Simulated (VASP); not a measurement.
# Zn in VASP: further runs

The runs below take Zn through single point, with PBEsol.

Everything below comes from runs of VASP 6.6.1. Logs are shortened: lines on timing, memory, paths and dates and some standing lists are left out, and cuts for length are marked.

### 1 The cell of the first run

The structure is cubic, space group Im-3m (No. 229). The conventional cell has a = 3.044 Å, b = 3.044 Å, c = 3.044 Å, α = 90.00°, β = 90.00°, γ = 90.00°. Within 3.5 Å of Zn (site symmetry m-3m) lie 14 Zn at 2.64 to 3.04 Å.

### 2 Single point, PBEsol (strain -0.030 along x and y, -0.030 along z)

INCAR reads:

```
ALGO = Normal
EDIFF = 1E-6
ENCUT = 520
GGA = PS
ISIF = 2
ISMEAR = 0
LASPH = True
LCHARG = True
LELF = True
LREAL = False
LVHAR = True
LWAVE = False
NBANDS = 12
NELM = 60
PREC = Accurate
SIGMA = 0.15
```

KPOINTS reads:

```
k-points
0
Gamma
  22 22 22
```

POSCAR reads:

```
Zn
1.0
   -1.5219658900      1.5219658900      1.5219658900
    1.5219658900     -1.5219658900      1.5219658900
    1.5219658900      1.5219658900     -1.5219658900
Zn
1
Direct
    0.0000000000      0.0000000000      0.0000000000
```

Potentials or basis: VASP PAW PBE potentials, release 64 (Zn).

Launch:

```console
$ cat potpaw_PBE.64/Zn/POTCAR > POTCAR
$ mpirun -np 1 vasp_std > vasp.out
```

OUTCAR:

```text
EDIFF = 1E-6
   ENCUT = 520
   GGA = PS
   ISIF = 2
   ISMEAR = 0
   LASPH = True
   LREAL = False
   NELM = 60
   PREC = Accurate

 ion  position               nearest neighbor table
   1  0.000  0.000  0.000-

  LATTYP: Found a body centered cubic cell.
 ALAT       =     3.0439317800

  Lattice vectors:

 A1 = (  -1.5219658900,   1.5219658900,   1.5219658900)
 A2 = (   1.5219658900,  -1.5219658900,   1.5219658900)
 A3 = (   1.5219658900,   1.5219658900,  -1.5219658900)

Analysis of symmetry for initial positions (statically):
=====================================================================
 Subroutine PRICEL returns:
 Original cell was already a primitive cell.

 Routine SETGRP: Setting up the symmetry group for a
 body centered cubic supercell.

 Subroutine GETGRP returns: Found 48 space group operations
 (whereof 48 operations were pure point group operations)
 out of a pool of 48 trial point group operations.

The static configuration has the point symmetry O_h .

Analysis of symmetry for dynamics (positions and initial velocities):
=====================================================================
 Subroutine PRICEL returns:
 Original cell was already a primitive cell.

 Routine SETGRP: Setting up the symmetry group for a
 body centered cubic supercell.

 Subroutine GETGRP returns: Found 48 space group operations
 (whereof 48 operations were pure point group operations)
 out of a pool of 48 trial point group operations.

The dynamic configuration has the point symmetry O_h .

 Subroutine INISYM returns: Found 48 space group operations
 (whereof 48 operations are pure point group operations),
 and found     1 'primitive' translations

----------------------------------------------------------------------------------------

                                     Primitive cell

  volume of cell :      14.1018

  direct lattice vectors                    reciprocal lattice vectors
    -1.521965890  1.521965890  1.521965890     0.000000000  0.328522474  0.328522474
     1.521965890 -1.521965890  1.521965890     0.328522474  0.000000000  0.328522474
     1.521965890  1.521965890 -1.521965890     0.328522474  0.328522474  0.000000000

  length of vectors
     2.636122249  2.636122249  2.636122249     0.464600939  0.464600939  0.464600939

  position of ions in fractional coordinates (direct lattice)
     0.000000000  0.000000000  0.000000000

  ion indices of the primitive-cell ions
   primitive index   ion index
                 1           1

----------------------------------------------------------------------------------------

 KPOINTS: k-points

Automatic generation of k-mesh.
 Grid dimensions read from file:
 generate k-points for:   22   22   22

 Generating k-lattice:

  Cartesian coordinates                     Fractional coordinates (reciprocal lattice)
     0.000000000  0.014932840  0.014932840     0.045454545  0.000000000  0.000000000
     0.014932840  0.000000000  0.014932840     0.000000000  0.045454545  0.000000000
     0.014932840  0.014932840  0.000000000     0.000000000  0.000000000  0.045454545

  Length of vectors
     0.021118224  0.021118224  0.021118224

  Shift w.r.t. Gamma in fractional coordinates (k-lattice)
     0.000000000  0.000000000  0.000000000

 Subroutine IBZKPT returns following result:
 ===========================================

 Found    328 irreducible k-points:

 Following reciprocal coordinates:
            Coordinates               Weight
  0.000000  0.000000  0.000000      1.000000
  0.045455  0.000000  0.000000     12.000000
  0.090909  0.000000  0.000000     12.000000
  0.136364  0.000000  0.000000     12.000000
  0.181818  0.000000  0.000000     12.000000
  0.227273  0.000000  0.000000     12.000000
[... 16 lines left out ...]
  0.090909  0.090909  0.000000     24.000000
  0.136364  0.090909 -0.000000     48.000000
 [... further k-points ...]
   k-points           NKPTS =    328   k-points in BZ     NKDIM =    328   number of bands    NBANDS=     12
   number of dos      NEDOS =    301   number of ions     NIONS =      1
   total plane-waves  NPLWV =   8000
   dimension x,y,z NGX =    20 NGY =   20 NGZ =   20
   dimension x,y,z NGXF=    40 NGYF=   40 NGZF=   40
   ions per type =               1
   NGX,Y,Z   is equivalent  to a cutoff of  12.61, 12.61, 12.61 a.u.
   NGXF,Y,Z  is equivalent  to a cutoff of  25.23, 25.23, 25.23 a.u.
 SYSTEM =  unknown system
   PREC   = accura    normal or accurate (medium, high low for compatibility)
   ISTART =      0    job   : 0-new  1-cont  2-samecut
   ICHARG =      2    charge: 1-file 2-atom 10-const
   ISPIN  =      1    spin polarized calculation?
   LNONCOLLINEAR =      F non collinear calculations
   LSORBIT =      F    spin-orbit coupling
   LASPH  =      T    aspherical Exc in radial PAW
   ENCUT  =  520.0 eV  38.22 Ry    6.18 a.u.   4.90  4.90  4.90*2*pi/ulx,y,z
   NELM   =     60;   NELMIN=  2; NELMDL= -5     # of ELM steps
[... 13 lines left out ...]
   EMIN   =  10.00;   EMAX   =-10.00  energy-range for DOS
   EFERMI =   0.00;   METHOD = LEGACY
   ISMEAR =     0;   SIGMA  =   0.15  broadening in eV -4-tet -1-fermi 0-gaus
   EFERMI_NEDOS =   21; number of points for ismear=-14 and -15
   IALGO  =     38    algorithm
   IMIX   =      4    mixing-type and parameters
     AMIX     =   0.40;   BMIX     =  1.00
     AMIX_MAG =   1.60;   BMIX_MAG =  1.00
  volume/ion in A,a.u.               =      14.10        95.16
  Fermi-wavevector in a.u.,A,eV,Ry     =   1.551352  2.931630 32.745044  2.406693
  Thomas-Fermi vector in A             =   2.655884
   LORBIT       =      0    0 simple, 1 ext, 2 COOP (PROOUT), +10 PAW based schemes
   GGA     = PS    functional components
   LHFCALC =     F    Hartree Fock is set to
   AEXX    =    0.0000 exact exchange contribution
   IVDW    =     0    specifies the selected vdW correction
   LEPSILON=     F    determine dielectric tensor
   LRPA    =     F    only Hartree local field effects (RPA)
 non-spin polarized calculation
 Gauss-broadening in eV      SIGMA  =   0.15
  energy-cutoff  :      520.00
  volume of cell :       14.10
 maximum number of plane-waves:       390
   NGX =  9   NGY =  9   NGZ =  9

 number of electron      11.9999977 magnetization

 Free energy of the ion-electron system (eV)
  ---------------------------------------------------
  ext. energy  EPLUGINS =         0.00000000
  ---------------------------------------------------
  free energy    TOTEN  =        -1.49147494 eV

  energy without entropy =       -1.48715480  energy(sigma->0) =       -1.48931487

 E-fermi :   3.7076     XC(G=0): -12.1167

 val. band max:        3.6838232688   @ k =  -0.4545   0.4545   0.0455
 cond. band min:       3.7232353063   @ k =  -0.4545   0.5000   0.2727
 fundamental gap:      0.0394120376
 Fermi energy:         3.7075652415

 k-point     1 :       0.0000    0.0000    0.0000
  band No.  band energies     occupation
      1      -7.5181      2.00000
      2      -4.3998      2.00000
      3      -4.3998      2.00000
      4      -4.3998      2.00000
      5      -3.8102      2.00000
      6      -3.8102      2.00000
      7      24.0880      0.00000
      8      24.0880      0.00000
      9      24.0880      0.00000
     10      25.1317      0.00000
     11      25.1317      0.00000
     12      25.1317      0.00000

 k-point     2 :       0.0455    0.0000    0.0000
  band No.  band energies     occupation
      1      -7.4484      2.00000
      2      -4.4072      2.00000
      3      -4.3983      2.00000
      4      -4.3817      2.00000
      5      -3.8174      2.00000
      6      -3.8097      2.00000
      7      22.8384      0.00000
      8      23.4466      0.00000
      9      23.6796      0.00000
     10      24.4837      0.00000
     11      24.5936      0.00000
     12      24.9841      0.00000

 k-point     3 :       0.0909    0.0000    0.0000
  band No.  band energies     occupation
      1      -7.2413      2.00000
      2      -4.4288      2.00000
      3      -4.3939      2.00000
      4      -4.3286      2.00000
      5      -3.8366      2.00000
      6      -3.8082      2.00000
      7      20.4378      0.00000
      8      22.2603      0.00000
      9      22.6726      0.00000
     10      23.6973      0.00000
     11      23.9733      0.00000
     12      25.1046      0.00000
[... 286 lines left out ...]
 k-point    23 :       0.0909    0.0909    0.0000
  band No.  band energies     occupation
      1      -6.7053      2.00000
      2      -4.4569      2.00000
      3      -4.4249      2.00000
      4      -4.1725      2.00000
      5      -3.8797      2.00000
      6      -3.7964      2.00000
      7      18.0951      0.00000
      8      18.1494      0.00000
      9      20.6358      0.00000
     10      23.7933      0.00000
     11      24.2755      0.00000
     12      25.7368      0.00000

 k-point    24 :       0.1364    0.0909   -0.0000
  band No.  band energies     occupation
      1      -6.2648      2.00000
      2      -4.4920      2.00000
      3      -4.4272      2.00000
      4      -4.0390      2.00000
      5      -3.9027      2.00000
      6      -3.7830      2.00000
      7      15.7392      0.00000
      8      17.1131      0.00000
      9      19.6505      0.00000
     10      23.3058      0.00000
     11      24.4535      0.00000
     12      25.8882      0.00000

 [... further k-points ...]
[... 5 lines left out ...]
  --------------------------------------------------------------------------------------
  -------------------------------------------------------------------------------------
  Total        0.1606498      0.1606498      0.1606498      0.0000000      0.0000000      0.0000000
  in kB       18.2522324     18.2522324     18.2522324      0.0000000      0.0000000      0.0000000
  external PRESSURE =      18.2522324 kB  Pullay stress =       0.0000000 kB

 VOLUME and BASIS-vectors are now :
 -----------------------------------------------------------------------------
  energy-cutoff  :      520.00
  volume of cell :       14.10
      direct lattice vectors                 reciprocal lattice vectors
    -1.521965890  1.521965890  1.521965890     0.000000000  0.328522474  0.328522474
     1.521965890 -1.521965890  1.521965890     0.328522474  0.000000000  0.328522474
     1.521965890  1.521965890 -1.521965890     0.328522474  0.328522474  0.000000000

 POSITION                                       TOTAL-FORCE (eV/Angst)
 -----------------------------------------------------------------------------------
      0.00000      0.00000      0.00000        -0.000000      0.000000      0.000000
 -----------------------------------------------------------------------------------
    total drift:                                0.000000     -0.000000      0.000000

  FREE ENERGIE OF THE ION-ELECTRON SYSTEM (eV)
  ---------------------------------------------------
  free  energy   TOTEN  =        -1.4914749399 eV

  energy  without entropy=       -1.4871548042  energy(sigma->0) =       -1.48931487
```

Wall time 44 s (1 thread of AMD EPYC 7R43 (Zen 3), shared host); peak memory 0.12 GiB.

Results:

- Free energy: -1.4915 eV
- Pressure: 1.8 GPa
- Band gap on the k mesh: zero (band 6 reaches 7.92 eV, above the bottom of band 7 at 2.77 eV)

Levels at points of the mesh, in eV from the Fermi level:
```csv
k point,band 4,band 5,band 6,band 7,band 8,band 9
"(0.00, 0.00, 0.00)",-8.11,-7.52,-7.52,20.38,20.38,20.38
"(0.50, 0.00, 0.00)",-7.48,-7.13,-3.16,-0.94,11.91,13.17
"(0.50, 0.50, 0.50)",-7.22,-7.22,4.21,4.21,4.21,8.44
```

Caveat: the cell differs from its parent crystal (strain -0.030 along x and y, -0.030 along z); the PAW data sets were made with another functional, which shifts forces and pressure a little.

### 3 Single point, PBEsol (strain -0.030 along x and y, +0.000 along z)

INCAR reads:

```
PREC = Accurate
ENCUT = 520
EDIFF = 1E-6
ISMEAR = 0
SIGMA = 0.15
LREAL = False
LASPH = True
NELM = 60
ALGO = Fast
ISIF = 2
LWAVE = False
LCHARG = False
GGA = PS
NBANDS = 12
```

KPOINTS reads:

```
regular mesh
0
Gamma
  22 22 22
```

POSCAR reads:

```
Zn
1.0
   -1.5219658900      1.5219658900      1.5690370000
    1.5219658900     -1.5219658900      1.5690370000
    1.5219658900      1.5219658900     -1.5690370000
Zn
1
Direct
    0.0000000000      0.0000000000      0.0000000000
```

Potentials or basis: VASP PAW PBE potentials, release 64 (Zn).

Launch:

```console
$ cat potpaw_PBE.64/Zn/POTCAR > POTCAR
$ mpirun -np 1 vasp_std > vasp.out
```

Wall time 2.1 min (1 thread of AMD EPYC 7R43 (Zen 3), shared host); peak memory 0.2 GiB.

The run converged. Its results:

| Quantity | Value |
| --- | --- |
| Free energy | -1.4945 eV |
| Pressure | -0.7 GPa |
| Band gap on the k mesh | zero (band 6 reaches 7.09 eV, above the bottom of band 7 at 2.38 eV) |

Stress tensor (GPa, compression positive):
```
-1.28  0.00  0.00
 0.00 -1.28  0.00
 0.00  0.00  0.38
```

Levels at points of the mesh, in eV from the Fermi level:
| k point | band 2 | band 3 | band 4 | band 5 | band 6 | band 7 | band 8 | band 9 | band 10 | band 11 |
| --- | --- | --- | --- | --- | --- | --- | --- | --- | --- | --- |
| (0.00, 0.00, 0.00) | -8.00 | -8.00 | -7.94 | -7.45 | -7.39 | 19.59 | 19.89 | 19.89 | 20.81 | 21.54 |
| (0.50, 0.00, 0.00) | -8.29 | -7.48 | -7.38 | -7.05 | -3.05 | -1.07 | 11.92 | 13.26 | 15.93 | 17.61 |
| (0.50, 0.50, 0.00) | -8.36 | -7.41 | -7.36 | -7.04 | -2.87 | -0.75 | 11.22 | 12.47 | 15.24 | 16.93 |
| (0.50, 0.50, 0.50) | -8.60 | -7.15 | -7.13 | -7.13 | 3.56 | 4.51 | 4.51 | 7.69 | 8.85 | 8.97 |

Caveat: the cell differs from its parent crystal (strain -0.030 along x and y, +0.000 along z); the PAW data sets were made with another functional, which shifts forces and pressure a little.

### 4 Single point, PBEsol (strain -0.030 along x and y, +0.030 along z)

INCAR reads:

```
ALGO     = Fast           # electronic algorithm
EDIFF    = 1E-6           # SCF threshold, eV
ENCUT    = 520            # plane-wave cutoff, eV
GGA      = PS             # functional
ISIF     = 2              # what is computed and relaxed
ISMEAR   = 0              # smearing method
LASPH    = T              # aspherical terms in the spheres
LCHARG   = F              # write CHGCAR
LREAL    = F              # projectors in reciprocal space
LWAVE    = F              # write WAVECAR
NBANDS   = 12             # bands
NELM     = 80             # most SCF steps
PREC     = Accurate       # precision mode
SIGMA    = 0.15           # smearing width, eV
```

KPOINTS reads:

```
k-points
0
Gamma
  22 22 22
```

POSCAR reads:

```
Zn
1.0
   -1.5219658900      1.5219658900      1.6161081100
    1.5219658900     -1.5219658900      1.6161081100
    1.5219658900      1.5219658900     -1.6161081100
Zn
1
Direct
    0.0000000000      0.0000000000      0.0000000000
```

Launch:

```console
$ cat potpaw_PBE.64/Zn/POTCAR > POTCAR
$ mpirun -np 1 vasp_std > vasp.out
```

Wall time 1.8 min (1 thread of AMD EPYC 7R43 (Zen 3), shared host); peak memory 0.2 GiB.

Results (log left out):

| Item | Value |
| --- | --- |
| Free energy | -1.4936 eV |
| Pressure | -3.0 GPa |
| Band gap on the k mesh | zero (band 6 reaches 6.55 eV, above the bottom of band 7 at 2.02 eV) |

Stress tensor (GPa, compression positive):
```
-3.94  0.00  0.00
 0.00 -3.94  0.00
 0.00  0.00 -1.05
```

Levels at points of the mesh, in eV from the Fermi level:
| k point | band 4 | band 5 | band 6 | band 7 | band 8 | band 9 |
| --- | --- | --- | --- | --- | --- | --- |
| (0.00, 0.00, 0.00) | -7.78 | -7.38 | -7.28 | 18.90 | 19.33 | 19.33 |
| (0.50, 0.00, 0.00) | -7.28 | -6.98 | -2.94 | -1.17 | 11.94 | 13.35 |
| (0.50, 0.50, 0.00) | -7.25 | -6.96 | -2.59 | -0.57 | 10.63 | 11.84 |
| (0.50, 0.50, 0.50) | -7.05 | -7.05 | 2.99 | 4.80 | 4.80 | 6.89 |

Caveat: the cell differs from its parent crystal (strain -0.030 along x and y, +0.030 along z); the PAW data sets were made with another functional, which shifts forces and pressure a little.

### 5 Single point, PBEsol (strain +0.000 along x and y, -0.030 along z)

INCAR reads:

```
SYSTEM = Zn
ALGO     = Fast           ! electronic algorithm
EDIFF    = 1E-7           ! SCF threshold, eV
ENCUT    = 520            ! plane-wave cutoff, eV
GGA      = PS             ! functional
ISIF     = 2              ! what is computed and relaxed
ISMEAR   = 0              ! smearing method
LASPH    = .True.         ! aspherical terms in the spheres
LCHARG   = .False.        ! write CHGCAR
LREAL    = .False.        ! projectors in reciprocal space
LWAVE    = .False.        ! write WAVECAR
NBANDS   = 12             ! bands
NELM     = 100            ! most SCF steps
PREC     = Accurate       ! precision mode
SIGMA    = 0.15           ! smearing width, eV
```

KPOINTS reads:

```
k-points
0
Gamma
  22 22 22
  0 0 0
```

POSCAR reads:

```
Zn
1.0
   -1.5690370000      1.5690370000      1.5219658900
    1.5690370000     -1.5690370000      1.5219658900
    1.5690370000      1.5690370000     -1.5219658900
Zn
1
Direct
    0.0000000000      0.0000000000      0.0000000000
```

Launch:

```console
$ cat potpaw_PBE.64/Zn/POTCAR > POTCAR
$ mpirun -np 1 vasp_std > vasp.out
```

Wall time 1.8 min (1 thread of AMD EPYC 7R43 (Zen 3), shared host); peak memory 0.21 GiB.

The run converged. Its results:

```
Free energy            : -1.4895 eV
Pressure               : -2.9 GPa
Band gap on the k mesh : zero (band 6 reaches 7.04 eV, above the bottom of band 7 at 1.99 eV)
```

Stress tensor (GPa, compression positive):
```
-2.34  0.00  0.00
 0.00 -2.34  0.00
 0.00  0.00 -4.08
```

Levels at points of the mesh, in eV from the Fermi level:
| k point | band 2 | band 3 | band 4 | band 5 | band 6 | band 7 | band 8 | band 9 | band 10 | band 11 |
| --- | --- | --- | --- | --- | --- | --- | --- | --- | --- | --- |
| (0.00, 0.00, 0.00) | -7.91 | -7.85 | -7.85 | -7.37 | -7.31 | 19.10 | 19.10 | 19.69 | 20.89 | 20.89 |
| (0.50, 0.00, 0.00) | -8.21 | -7.36 | -7.28 | -6.99 | -2.78 | -0.90 | 11.22 | 12.54 | 15.23 | 16.79 |
| (0.50, 0.50, 0.00) | -8.14 | -7.41 | -7.32 | -6.99 | -2.96 | -1.21 | 11.90 | 13.33 | 15.91 | 17.46 |
| (0.50, 0.50, 0.50) | -8.45 | -7.08 | -7.08 | -7.06 | 3.84 | 3.84 | 4.79 | 7.51 | 8.35 | 9.09 |

Caveat: the cell differs from its parent crystal (strain +0.000 along x and y, -0.030 along z); the PAW data sets were made with another functional, which shifts forces and pressure a little.

### 6 Single point, PBEsol (strain +0.000 along x and y, +0.030 along z)

INCAR is that of step 5.

KPOINTS is that of step 5.

POSCAR reads:

```
Zn
1.0
   -1.5690370000      1.5690370000      1.6161081100
    1.5690370000     -1.5690370000      1.6161081100
    1.5690370000      1.5690370000     -1.6161081100
Zn
1
Direct
    0.0000000000      0.0000000000      0.0000000000
```

Potentials or basis: VASP PAW PBE potentials, release 64 (Zn).

Launch:

```console
$ cat potpaw_PBE.64/Zn/POTCAR > POTCAR
$ mpirun -np 1 vasp_std > vasp.out
```

Run time: 1.9 min. Hardware: 1 thread of AMD EPYC 7R43 (Zen 3), shared host; peak memory 0.22 GiB.

The run converged. Its results:

```yaml
Free_energy: -1.4617 eV
Pressure: -6.3 GPa
Band_gap_on_the_k_mesh: zero (band 6 reaches 6.34 eV, above the bottom of band 7 at 1.57 eV)
```

Stress tensor (GPa, compression positive):
```
-6.63  0.00  0.00
 0.00 -6.63  0.00
 0.00  0.00 -5.61
```

Levels at points of the mesh, in eV from the Fermi level:
| k point | band 4 | band 5 | band 6 | band 7 | band 8 | band 9 |
| --- | --- | --- | --- | --- | --- | --- |
| (0.00, 0.00, 0.00) | -7.61 | -7.19 | -7.15 | 18.20 | 18.50 | 18.50 |
| (0.50, 0.00, 0.00) | -7.14 | -6.86 | -2.59 | -1.15 | 11.21 | 12.69 |
| (0.50, 0.50, 0.00) | -7.12 | -6.85 | -2.43 | -0.86 | 10.60 | 11.96 |
| (0.50, 0.50, 0.50) | -6.92 | -6.92 | 3.54 | 4.40 | 4.40 | 6.89 |

Caveat: the cell differs from its parent crystal (strain +0.000 along x and y, +0.030 along z); the PAW data sets were made with another functional, which shifts forces and pressure a little.

### 7 The runs side by side

| cell | gap on the mesh (eV) | pressure (GPa) |
| --- | --- | --- |
| a = 2.636 Å, angles 109.5°, 1 atom | none | 1.8 |
| a = 2.664 Å, angles 110.3, 110.3, 107.8°, 1 atom | none | -0.7 |
| a = 2.692 Å, angles 111.1, 111.1, 106.2°, 1 atom | none | -3.0 |
| a = 2.691 Å, angles 108.7, 108.7, 111.1°, 1 atom | none | -2.9 |
| a = 2.745 Å, angles 110.3, 110.3, 107.9°, 1 atom | none | -6.3 |

Alike in all rows: task single point; level PBEsol; potentials or basis VASP PAW PBE potentials, release 64 (Zn); no spin polarisation; k mesh 22 × 22 × 22; cutoff (eV) 520; smearing gaussian 0.15 eV.

Caveats: the PAW data sets were made with another functional, which shifts forces and pressure a little.

Total energies depend on the potentials used, so only differences within one code and one set of settings carry meaning.
